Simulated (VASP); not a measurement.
Runs of VASP 6.6.1 on GaP. The structure is that of space group R-3m (No. 166), or close to it. The cells are those of the table. 

```csv
cell,gap on the mesh (eV),pressure (GPa),largest force (eV/Å)
"a = 6.527 Å, angles 33.2°, 4 atoms",(a),8.6,0.50
"a = 7.073 Å, angles 33.2°, 4 atoms",0.52,(b),0.16
"a = 6.988 Å, angles 33.2°, 4 atoms",0.68,(c),0.09
"a = 6.624 Å, angles 33.2°, 4 atoms",0.71,3.9,0.34
"a = 6.811 Å, angles 33.2°, 4 atoms",0.74,-2.8,0.09
```

Alike in all rows: task single point; level PBEsol; potentials or basis VASP PAW PBE potentials, release 64 (Ga_d, P); no spin polarisation; k mesh 6 × 6 × 6; cutoff (eV) 520; smearing gaussian 0.01 eV.

**Question.** Fill in the values left out.

**Answer.** (a) 0.67; (b) -8.5; (c) -7.1.

Caveats: the PAW data sets were made with another functional, which shifts forces and pressure a little.

A k mesh can miss the band edges, and the runs leave out spin-orbit coupling on Ga.
